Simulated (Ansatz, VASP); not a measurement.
## Two plane-wave programs on Hg

```
Hg
1.0
    -2.04314    2.04314    1.77913
     2.04314   -2.04314    1.77913
     2.04314    2.04314   -1.77913
Hg
1
Direct
  0.00000 0.00000 0.00000
```

Alike in both runs: task single point; functional RPBE; k mesh 6 × 6 × 6; occupations gaussian, width 0.1 eV; no spin polarisation.

|  | VASP | Ansatz |
| --- | --- | --- |
| version | VASP 6.6.1 | Ansatz 0.2.0 |
| potentials or method | VASP PAW PBE potentials, release 64 (Hg), cutoff 520 eV | scalar-relativistic, plane waves, PAW |
| valence electrons in the cell | 12 | 20 |

VASP gave:

| Quantity | Value |
| --- | --- |
| gap on the k mesh at the Fermi level (eV) | none |
| pressure (GPa) | 1.9 |
| traceless stress, the component that is largest in VASP (GPa) | 0.80 |

**Question.** What did Ansatz give for the same quantities?

**Answer.** gap on the k mesh at the Fermi level (eV): none; pressure (GPa): 1.9; traceless stress, the component that is largest in VASP (GPa): 0.82.

VASP's potentials were made for PBE, not for RPBE. A gap of «none» marks a metal or a gap that the smearing closes. VASP's potentials hold 12 valence electrons a cell and Ansatz's 20, so a difference there can come from the potentials and not from the codes.

The k mesh is coarse, so the values compare programs but aren't converged. Spin-orbit coupling is off throughout.
